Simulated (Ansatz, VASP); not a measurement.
# Two plane-wave programs on Nb

```
Nb
1.0
    -1.65113    1.65113    1.65113
     1.65113   -1.65113    1.65113
     1.65113    1.65113   -1.65113
Nb
1
Cartesian
  0.0000 0.0000 0.0000
```

Alike in both runs: task single point; functional r2SCAN; k mesh 8 × 8 × 8; occupations fermi-dirac, width 0.1 eV; no spin polarisation.

```csv
,VASP,Ansatz
version,VASP 6.6.1,Ansatz 0.2.0
potentials or method,"VASP PAW PBE potentials, release 64 (Nb_sv), cutoff 520 eV","plane waves (500 eV) with PAW, scalar-relativistic"
valence electrons in the cell,13,13
```

```tsv
	VASP	Ansatz	Ansatz less VASP
pressure (GPa)	0.3	0.5	+0.20
```

VASP's potentials were made for PBE, not for r2SCAN. The functional is the same, so the differences come from potentials, cutoffs and numerics.
